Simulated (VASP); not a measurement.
# SnO (Romarchite) (P4/nmm) in VASP: notebook

Runs on SnO (Romarchite). Level: PBE. Tasks: single point, relaxation of the atoms.

Program: VASP 6.6.1. These are calculated values, not measurements. Logs are shortened: lines on timing, memory, paths and dates and some standing lists are left out, and cuts for length are marked.

## (1) The cell of the first run

The structure is tetragonal, space group P4/nmm (No. 129). The conventional cell has a = 3.799 Å, b = 3.799 Å, c = 4.841 Å, α = 90.00°, β = 90.00°, γ = 90.00°. Sn (site symmetry 4mm) has 4 O at 2.23 Å within 3.0 Å. Within 3.0 Å of O (site symmetry -4m2) lie 4 Sn at 2.23 Å and 4 O at 2.69 Å.

## (2) Single point, PBE

The input, INCAR:

```
PREC     = Accurate       # precision mode
ENCUT    = 520            # plane-wave cutoff, eV
EDIFF    = 1E-7           # SCF threshold, eV
ISMEAR   = -1             # smearing method
SIGMA    = 0.02           # smearing width, eV
LREAL    = F              # projectors in reciprocal space
LASPH    = T              # aspherical terms in the spheres
NELM     = 60             # most SCF steps
ALGO     = Normal         # electronic algorithm
ISIF     = 2              # what is computed and relaxed
LWAVE    = F              # write WAVECAR
LCHARG   = F              # write CHGCAR
GGA      = PE             # functional
NBANDS   = 28             # bands
```

The input, KPOINTS:

```
regular mesh
0
Gamma
  5 5 4
```

The input, POSCAR:

```
SnO
1.0
    3.7986000000      0.0000000000      0.0000000000
    0.0000000000      3.7986000000      0.0000000000
    0.0000000000      0.0000000000      4.8408000000
Sn O
2 2
Direct
    0.5000000000      0.0000000000      0.2420408500
    0.0000000000      0.5000000000      0.7579591500
    0.0000000000      0.0000000000      0.0000000000
    0.5000000000      0.5000000000      0.0000000000
```

Potentials or basis: VASP PAW PBE potentials, release 64 (Sn_d, O).

Launch:

```console
$ cat potpaw_PBE.64/Sn_d/POTCAR potpaw_PBE.64/O/POTCAR > POTCAR
$ mpirun -np 1 vasp_std > vasp.out
```

OUTCAR:

```text
PREC = Accurate
   ENCUT = 520
   EDIFF = 1E-7
   ISMEAR = -1
   LREAL = F
   LASPH = T
   NELM = 60
   ISIF = 2
   GGA = PE

 ion  position               nearest neighbor table
   1  0.500  0.000  0.242-   3 2.23   4 2.23   4 2.23   3 2.23   2 3.56   2 3.56   2 3.56   2 3.56
                             2 3.67   2 3.67   2 3.67   2 3.67
   2  0.000  0.500  0.758-   3 2.23   4 2.23   3 2.23   4 2.23   1 3.56   1 3.56   1 3.56   1 3.56
                             1 3.67   1 3.67   1 3.67   1 3.67
   3  0.000  0.000  0.000-   1 2.23   2 2.23   2 2.23   1 2.23
   4  0.500  0.500  0.000-   1 2.23   2 2.23   1 2.23   2 2.23

  LATTYP: Found a simple tetragonal cell.
 ALAT       =     3.7986000000
 C/A-ratio  =     1.2743642395

  Lattice vectors:

 A1 = (   3.7986000000,   0.0000000000,   0.0000000000)
 A2 = (   0.0000000000,   3.7986000000,   0.0000000000)
 A3 = (   0.0000000000,   0.0000000000,   4.8408000000)

Analysis of symmetry for initial positions (statically):
=====================================================================
 Subroutine PRICEL returns:
 Original cell was already a primitive cell.

 Routine SETGRP: Setting up the symmetry group for a
 simple tetragonal supercell.

 Subroutine GETGRP returns: Found 16 space group operations
 (whereof  8 operations were pure point group operations)
 out of a pool of 16 trial point group operations.

The static configuration has the point symmetry D_2d.
 The point group associated with its full space group is D_4h.

Analysis of symmetry for dynamics (positions and initial velocities):
=====================================================================
 Subroutine PRICEL returns:
 Original cell was already a primitive cell.

 Routine SETGRP: Setting up the symmetry group for a
 simple tetragonal supercell.

 Subroutine GETGRP returns: Found 16 space group operations
 (whereof  8 operations were pure point group operations)
 out of a pool of 16 trial point group operations.

The dynamic configuration has the point symmetry D_2d.
 The point group associated with its full space group is D_4h.

 Subroutine INISYM returns: Found 16 space group operations
 (whereof  8 operations are pure point group operations),
 and found     1 'primitive' translations

----------------------------------------------------------------------------------------

                                     Primitive cell

  volume of cell :      69.8497

  direct lattice vectors                    reciprocal lattice vectors
     3.798600000  0.000000000  0.000000000     0.263254883  0.000000000  0.000000000
     0.000000000  3.798600000  0.000000000     0.000000000  0.263254883  0.000000000
     0.000000000  0.000000000  4.840800000     0.000000000  0.000000000  0.206577425

  length of vectors
     3.798600000  3.798600000  4.840800000     0.263254883  0.263254883  0.206577425

  position of ions in fractional coordinates (direct lattice)
     0.500000000  0.000000000  0.242040850
     0.000000000  0.500000000  0.757959150
     0.000000000  0.000000000  0.000000000
     0.500000000  0.500000000  0.000000000

  ion indices of the primitive-cell ions
   primitive index   ion index
                 1           1
                 2           2
                 3           3
                 4           4

----------------------------------------------------------------------------------------

 KPOINTS: regular mesh

Automatic generation of k-mesh.
 Grid dimensions read from file:
 generate k-points for:    5    5    4

 Generating k-lattice:

  Cartesian coordinates                     Fractional coordinates (reciprocal lattice)
     0.052650977  0.000000000  0.000000000     0.200000000  0.000000000  0.000000000
     0.000000000  0.052650977  0.000000000     0.000000000  0.200000000  0.000000000
     0.000000000  0.000000000  0.051644356     0.000000000  0.000000000  0.250000000

  Length of vectors
     0.052650977  0.052650977  0.051644356

  Shift w.r.t. Gamma in fractional coordinates (k-lattice)
     0.000000000  0.000000000  0.000000000

 Subroutine IBZKPT returns following result:
 ===========================================

 Found     18 irreducible k-points:

 Following reciprocal coordinates:
            Coordinates               Weight
  0.000000  0.000000  0.000000      1.000000
  0.200000  0.000000  0.000000      4.000000
  0.400000  0.000000  0.000000      4.000000
  0.200000  0.200000  0.000000      4.000000
  0.400000  0.200000  0.000000      8.000000
  0.400000  0.400000  0.000000      4.000000
[... 10 lines left out ...]
  0.400000  0.200000  0.500000      8.000000
  0.400000  0.400000  0.500000      4.000000
   k-points           NKPTS =     18   k-points in BZ     NKDIM =     18   number of bands    NBANDS=     28
   number of dos      NEDOS =    301   number of ions     NIONS =      4
   total plane-waves  NPLWV =  28224
   dimension x,y,z NGX =    28 NGY =   28 NGZ =   36
   dimension x,y,z NGXF=    56 NGYF=   56 NGZF=   72
   ions per type =               2   2
   NGX,Y,Z   is equivalent  to a cutoff of  12.25, 12.25, 12.36 a.u.
   NGXF,Y,Z  is equivalent  to a cutoff of  24.51, 24.51, 24.73 a.u.
 SYSTEM =  unknown system
   PREC   = accura    normal or accurate (medium, high low for compatibility)
   ISTART =      0    job   : 0-new  1-cont  2-samecut
   ICHARG =      2    charge: 1-file 2-atom 10-const
   ISPIN  =      1    spin polarized calculation?
   LNONCOLLINEAR =      F non collinear calculations
   LSORBIT =      F    spin-orbit coupling
   LASPH  =      T    aspherical Exc in radial PAW
   ENCUT  =  520.0 eV  38.22 Ry    6.18 a.u.   7.06  7.06  9.00*2*pi/ulx,y,z
   NELM   =     60;   NELMIN=  2; NELMDL= -5     # of ELM steps
   EDIFF  = 0.1E-06   stopping-criterion for ELM
   LREAL  =      F    real-space projection
   EDIFFG = 0.1E-05   stopping-criterion for IOM
   NSW    =      0    number of steps for IOM
   IBRION =     -1    ionic relax: 0-MD 1-quasi-New 2-CG
   NFREE  =      0    steps in history (QN), initial steepest desc. (CG)
   ISIF   =      2    stress and relaxation
   ISYM   =      2    0-nonsym 1-usesym 2-fastsym
   POTIM  = 0.5000    time-step for ionic-motion
   TEBEG  =    0.0;   TEEND  =   0.0 temperature during run
   PSTRESS=    0.0 pullay stress
   NELECT =      40.0000    total number of electrons
   NUPDOWN=      -1.0000    fix difference up-down
   EMIN   =  10.00;   EMAX   =-10.00  energy-range for DOS
   EFERMI =   0.00;   METHOD = LEGACY
   ISMEAR =    -1;   SIGMA  =   0.02  broadening in eV -4-tet -1-fermi 0-gaus
   EFERMI_NEDOS =   21; number of points for ismear=-14 and -15
   IALGO  =     38    algorithm
   IMIX   =      4    mixing-type and parameters
     AMIX     =   0.40;   BMIX     =  1.00
     AMIX_MAG =   1.60;   BMIX_MAG =  1.00
  volume/ion in A,a.u.               =      17.46       117.84
  Fermi-wavevector in a.u.,A,eV,Ry     =   1.359482  2.569048 25.146163  1.848191
  Thomas-Fermi vector in A             =   2.486226
   LORBIT       =      0    0 simple, 1 ext, 2 COOP (PROOUT), +10 PAW based schemes
   GGA     = PE    functional components
   LHFCALC =     F    Hartree Fock is set to
   AEXX    =    0.0000 exact exchange contribution
   IVDW    =     0    specifies the selected vdW correction
   LEPSILON=     F    determine dielectric tensor
   LRPA    =     F    only Hartree local field effects (RPA)
 non-spin polarized calculation
  energy-cutoff  :      520.00
  volume of cell :       69.85
 maximum number of plane-waves:      1892
   NGX = 15   NGY = 15   NGZ = 19

 number of electron      39.9999990 magnetization

 Free energy of the ion-electron system (eV)
  ---------------------------------------------------
  ext. energy  EPLUGINS =         0.00000000
  ---------------------------------------------------
  free energy    TOTEN  =       -22.67380822 eV

  energy without entropy =      -22.67380342  energy(sigma->0) =      -22.67380582

 E-fermi :   7.4142     XC(G=0): -10.2816

 val. band max:        7.2679218270   @ k =   0.0000   0.0000   0.0000
 cond. band min:       7.5882122633   @ k =   0.4000   0.4000   0.0000
 fundamental gap:      0.3202904363
 Fermi energy:         7.4141991813

 k-point     1 :       0.0000    0.0000    0.0000
  band No.  band energies     occupation
      1     -14.7982      2.00000
      2     -14.3887      2.00000
      3     -14.3847      2.00000
      4     -14.3847      2.00000
      5     -14.3463      2.00000
      6     -14.3328      2.00000
[... 20 lines left out ...]
     27      13.8533      0.00000
     28      14.2775      0.00000

 k-point     2 :       0.2000    0.0000    0.0000
  band No.  band energies     occupation
      1     -14.7773      2.00000
      2     -14.4202      2.00000
      3     -14.3788      2.00000
      4     -14.3748      2.00000
      5     -14.3556      2.00000
      6     -14.3485      2.00000
[... 20 lines left out ...]
     27      14.2104      0.00000
     28      16.7277      0.00000

 k-point     3 :       0.4000    0.0000    0.0000
  band No.  band energies     occupation
      1     -14.7182      2.00000
      2     -14.6006      2.00000
      3     -14.3614      2.00000
      4     -14.3552      2.00000
      5     -14.3505      2.00000
      6     -14.3489      2.00000
[... 20 lines left out ...]
     27      14.9313      0.00000
     28      16.6026      0.00000

 k-point     4 :       0.2000    0.2000    0.0000
  band No.  band energies     occupation
      1     -14.7651      2.00000
      2     -14.4976      2.00000
      3     -14.3879      2.00000
      4     -14.3664      2.00000
      5     -14.3502      2.00000
      6     -14.3493      2.00000
[... 392 lines left out ...]
     27      17.0191      0.00000
     28      17.2950      0.00000

 k-point    17 :       0.4000    0.2000    0.5000
  band No.  band energies     occupation
      1     -14.7245      2.00000
      2     -14.6460      2.00000
      3     -14.3767      2.00000
      4     -14.3695      2.00000
      5     -14.3400      2.00000
      6     -14.3397      2.00000
[... 20 lines left out ...]
     27      17.2317      0.00000
     28      17.4607      0.00000

 k-point    18 :       0.4000    0.4000    0.5000
  band No.  band energies     occupation
      1     -14.7221      2.00000
      2     -14.6946      2.00000
      3     -14.3631      2.00000
      4     -14.3523      2.00000
      5     -14.3328      2.00000
      6     -14.3281      2.00000
[... 20 lines left out ...]
     27      17.2232      0.00000
     28      17.3465      0.00000

------------------------ aborting loop because EDIFF is reached ----------------------------------------

  FORCE on cell =-STRESS in cart. coord.  units (eV):
  Direction    XX          YY          ZZ          XY          YZ          ZX
  --------------------------------------------------------------------------------------
  -------------------------------------------------------------------------------------
  Total        1.8196590      1.8196590      0.9820053      0.0000000      0.0000000      0.0000000
  in kB       41.7384508     41.7384508     22.5247593      0.0000000      0.0000000      0.0000000
  external PRESSURE =      35.3338870 kB  Pullay stress =       0.0000000 kB

 VOLUME and BASIS-vectors are now :
 -----------------------------------------------------------------------------
  energy-cutoff  :      520.00
  volume of cell :       69.85
      direct lattice vectors                 reciprocal lattice vectors
     3.798600000  0.000000000  0.000000000     0.263254883  0.000000000  0.000000000
     0.000000000  3.798600000  0.000000000     0.000000000  0.263254883  0.000000000
     0.000000000  0.000000000  4.840800000     0.000000000  0.000000000  0.206577425

 POSITION                                       TOTAL-FORCE (eV/Angst)
 -----------------------------------------------------------------------------------
      1.89930      0.00000      1.17167        -0.000000      0.000000      0.089068
      0.00000      1.89930      3.66913         0.000000      0.000000     -0.089068
      0.00000      0.00000      0.00000         0.000000     -0.000000      0.000000
      1.89930      1.89930      0.00000         0.000000      0.000000      0.000000
 -----------------------------------------------------------------------------------
    total drift:                                0.000000      0.000000      0.000000

  FREE ENERGIE OF THE ION-ELECTRON SYSTEM (eV)
  ---------------------------------------------------
  free  energy   TOTEN  =       -22.6738082198 eV

  energy  without entropy=      -22.6738034221  energy(sigma->0) =      -22.67380582
```

Wall time 17 s (1 thread of Intel Xeon 6975P-C (Granite Rapids), shared host); peak memory 0.18 GiB.

What came out:

| Item | Value |
| --- | --- |
| Free energy | -22.6738 eV |
| Pressure | 3.5 GPa |
| Largest force | 0.089 eV/Å |
| Band gap on the k mesh | 0.32 eV, indirect (least direct gap 2.08 eV) |

Forces in eV/Å, atoms in the order of the input:
```
Sn   0.000  0.000  0.089
Sn   0.000  0.000 -0.089
O    0.000  0.000  0.000
O    0.000  0.000  0.000
```

Levels at points of the mesh, in eV from the valence-band top:
| k point | band 18 | band 19 | band 20 | band 21 | band 22 | band 23 |
| --- | --- | --- | --- | --- | --- | --- |
| (0.00, 0.00, 0.00) | -3.13 | -3.13 | 0.00 | 2.12 | 4.45 | 4.51 |
| (0.00, 0.00, 0.50) | -3.15 | -3.15 | -2.36 | 1.77 | 2.81 | 2.81 |

Caveat: spin-orbit coupling is left out, which moves the levels of the heavy elements. A k mesh can miss the band edges.

## (3) Relaxation of the atoms, PBE

The input, INCAR:

```
SYSTEM = SnO
PREC = Accurate ; ENCUT = 520
EDIFF = 1E-6 ; ISMEAR = -1
SIGMA = 0.02 ; LREAL = .False.
LASPH = .True. ; NELM = 100
ALGO = Normal ; ISIF = 2
LWAVE = .False. ; LCHARG = .False.
GGA = PE ; IBRION = 2
NSW = 80 ; EDIFFG = -0.02
```

The input, KPOINTS:

```
Automatic mesh
0
Gamma
  5 5 4
  0 0 0
```

Changes to POSCAR since step 2:

```diff
@@ -8,4 +8,4 @@
 Direct
-    0.5000000000      0.0000000000      0.2420408500
-    0.0000000000      0.5000000000      0.7579591500
+    0.5000000000      0.0000000000      0.2369000000
+    0.0000000000      0.5000000000      0.7631000000
     0.0000000000      0.0000000000      0.0000000000
```

Potentials or basis: VASP PAW PBE potentials, release 64 (Sn_d, O).

Launch:

```console
$ cat potpaw_PBE.64/Sn_d/POTCAR potpaw_PBE.64/O/POTCAR > POTCAR
$ mpirun -np 1 vasp_std > vasp.out
```

It took 36 s on 1 thread of Intel Xeon Platinum 8488C (Sapphire Rapids), shared host; peak memory 0.18 GiB.

It converged, with:

```yaml
Free_energy: -22.6742 eV
Energy_gained_by_relaxing: 4.3 meV/atom
Ionic_steps: 3
Pressure_after_relaxing: 3.3 GPa
Band_gap_on_the_k_mesh: 0.29 eV, indirect (least direct gap 2.07 eV)
```

Forces in eV/Å, atoms in the order of the input:
```
Sn   0.000  0.000 -0.003
Sn   0.000  0.000  0.003
O    0.000  0.000  0.000
O    0.000  0.000  0.000
```

Stress tensor (GPa, compression positive):
```
3.95 0.00 0.00
0.00 3.95 0.00
0.00 0.00 1.87
```

Step by step:
```csv
step,energy change (eV),largest force (eV/Å),pressure (GPa)
1,0.0000,0.5802,5.13
2,-0.0170,0.0286,3.35
3,-0.0170,0.0027,3.26
```

Final structure:
```cif
data_structure
_symmetry_space_group_name_H-M 'P 1'
_symmetry_Int_Tables_number 1
_cell_length_a 3.7986
_cell_length_b 3.7986
_cell_length_c 4.8408
_cell_angle_alpha 90.000
_cell_angle_beta 90.000
_cell_angle_gamma 90.000
_cell_volume 69.85
loop_
_atom_site_label
_atom_site_type_symbol
_atom_site_fract_x
_atom_site_fract_y
_atom_site_fract_z
_atom_site_occupancy
Sn1 Sn 0.50000 0.00000 0.24299 1
Sn2 Sn 0.00000 0.50000 0.75701 1
O1 O 0.00000 0.00000 0.00000 1
O2 O 0.50000 0.50000 0.00000 1
```

Levels at points of the mesh, in eV from the valence-band top:
```tsv
k point	band 16	band 17	band 18	band 19	band 20	band 21	band 22	band 23	band 24
(0.00, 0.00, 0.00)	-6.23	-3.50	-3.11	-3.11	0.00	2.13	4.47	4.48	4.48
(0.00, 0.00, 0.50)	-3.57	-3.17	-3.13	-3.13	-2.38	1.79	2.79	2.79	3.65
```

Caveat: spin-orbit coupling is left out, which moves the levels of the heavy elements. A k mesh can miss the band edges.

(Continued in part 2 of 2.)
